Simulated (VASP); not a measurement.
Input of a VASP 6.6.1 run:

Contents of POSCAR:

```
SrO
1.0
    3.1277914191      0.0249263494      0.0249263494
    0.0249263494      3.1277914191      0.0249263494
    0.0249263494      0.0249263494      3.1277914191
Sr O
1 1
Direct
    0.0000000000      0.0000000000      0.0000000000
    0.5000000000      0.5000000000      0.5000000000
```

INCAR.step1

```
SYSTEM = SrO
PREC = Accurate
ENCUT = 520
EDIFF = 1E-5
ISMEAR = 0
SIGMA = 0.01
LREAL = .False.
LASPH = .True.
NELM = 60
ALGO = Normal
ISIF = 2
LWAVE = .True.
LCHARG = .False.
GGA = PE
NBANDS = 15
```

Contents of INCAR.step2:

```
SYSTEM = SrO
PREC = Accurate
ENCUT = 520
EDIFF = 1E-6
ISMEAR = 0
SIGMA = 0.01
LREAL = .False.
LASPH = .True.
NELM = 60
ALGO = Normal
ISIF = 2
LWAVE = .False.
LCHARG = .False.
GGA = PE
LHFCALC = .True.
HFSCREEN = 0.2079
PRECFOCK = Normal
ISTART = 1
NBANDS = 15
```

Contents of KPOINTS:

```
regular mesh
0
Gamma
  6 6 6
  0 0 0
```

Potentials or basis: VASP PAW PBE potentials, release 64 (Sr_sv, O).

Launch:

```sh
$ cat potpaw_PBE.64/Sr_sv/POTCAR potpaw_PBE.64/O/POTCAR > POTCAR
$ cp INCAR.step1 INCAR
$ mpirun -np 1 vasp_std > vasp.out
$ cp INCAR.step2 INCAR
$ mpirun -np 1 vasp_std > vasp.out
```

Predict the band gap on the k mesh.

4.26 eV, indirect (least direct gap 4.35 eV).

Estimate the pressure.

-1.7 GPa.

Stress tensor (GPa, compression positive):
```
-1.71  0.10  0.10
 0.10 -1.71  0.10
 0.10  0.10 -1.71
```

Caveat: the cell differs from its parent crystal (strain along [111] +2.4%); the PAW data sets were made with another functional, which shifts forces and pressure a little. A k mesh can miss the band edges.
